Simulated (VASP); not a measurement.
Input of a VASP 6.6.1 run:

INCAR

```
ALGO = Normal ; EDIFF = 1E-6
ENCUT = 520 ; GGA = PE
ISIF = 2 ; ISMEAR = 0
LASPH = True ; LCHARG = True
LELF = True ; LREAL = False
LVHAR = True ; LWAVE = False
NBANDS = 24 ; NELM = 60
PREC = Accurate ; SIGMA = 0.1
```

The input KPOINTS:

```
k-points
0
Gamma
  6 6 6
```

POSCAR

```
Sn2Sb
1.0
    5.3238932443      0.0000000000      0.0000000000
   -2.6619466222      4.6106267966      0.0000000000
    0.0000000000      0.0000000000      3.3844341204
Sn Sb
2 1
Direct
    0.3333333333      0.6666666667      0.5000000000
    0.6666666667      0.3333333333      0.5000000000
    0.0000000000      0.0000000000      0.0000000000
```

Potentials or basis: VASP PAW PBE potentials, release 64 (Sn_d, Sb).

Run with:

```bash
$ cat potpaw_PBE.64/Sn_d/POTCAR potpaw_PBE.64/Sb/POTCAR > POTCAR
$ mpirun -np 1 vasp_std > vasp.out
```

**Question.** Predict the pressure.

**Answer.** -0.1 GPa.

**Question.** What does it give for the band gap on the k mesh?

**Answer.** Zero (an odd number of electrons rules out a gap without spin polarisation).

Stress tensor (GPa, compression positive):
```
-0.22  0.00  0.00
 0.00 -0.22  0.00
 0.00  0.00  0.07
```

Caveat: spin-orbit coupling is left out, which moves the levels of the heavy elements.
